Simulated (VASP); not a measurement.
# B: single point with PBEsol

B:

```
CELL_PARAMETERS angstrom
0.85393 -1.47905 0.00000
-2.56179 -1.47905 0.00000
0.00000 0.00000 -14.09652
ATOMIC_POSITIONS crystal
B 0.50000 0.83333 0.87500
B 0.50000 0.83333 0.37500
B 0.00000 0.33333 0.87500
B 0.00000 0.33333 0.37500
B 0.00000 0.66667 0.62500
B 0.00000 0.66667 0.12500
B 0.50000 0.16667 0.62500
B 0.50000 0.16667 0.12500
```

| Property | Result |
| --- | --- |
| Program | VASP 6.6.1 |
| Task | single point |
| Functional | PBEsol |
| Potentials or basis | VASP PAW PBE potentials, release 64 (B) |
| Cutoff | 520 eV |
| k mesh | 14 × 8 × 2 |
| Occupations | gaussian, width 0.1 eV |
| Spin | no spin polarisation |

| Property | Result |
| --- | --- |
| Pressure | 0.3 GPa |
| Band gap on the k mesh | zero (band 12 reaches 8.81 eV, above the bottom of band 13 at 1.75 eV) |

Stress tensor (GPa, compression positive):
```
 1.16  2.04  0.00
 2.04 -1.20  0.00
 0.00  0.00  0.81
```

Levels at points of the mesh, in eV from the Fermi level:
```csv
k point,band 9,band 10,band 11,band 12,band 13,band 14,band 15,band 16
"(0.00, 0.00, 0.00)",-8.81,-7.84,-7.84,-6.56,1.17,1.29,1.29,1.45
"(0.50, 0.00, 0.00)",3.15,3.15,3.28,3.28,3.30,3.30,3.30,3.30
"(0.00, 0.50, 0.00)",-4.72,-4.72,-3.77,-3.77,-3.77,-3.77,-2.52,-2.52
"(0.50, 0.50, 0.00)",1.16,1.16,1.28,1.28,1.28,1.28,1.43,1.43
"(0.00, 0.00, 0.50)",-8.57,-8.57,-6.98,-6.98,1.21,1.21,1.40,1.40
"(0.50, 0.00, 0.50)",3.29,3.29,3.29,3.29,3.32,3.32,3.32,3.32
"(0.00, 0.50, 0.50)",-4.46,-4.46,-4.46,-4.46,-2.94,-2.94,-2.94,-2.94
"(0.50, 0.50, 0.50)",1.19,1.19,1.19,1.19,1.38,1.38,1.38,1.38
```

Wall time 90 s on 1 thread of Intel Xeon 6975P-C, with other jobs on the host, peak memory 0.23 GiB.

Caveat: the PAW data sets were made with another functional, which shifts forces and pressure a little; this functional lacks dispersion, which binds the layers, so the pressure and a relaxed spacing across them are unreliable.
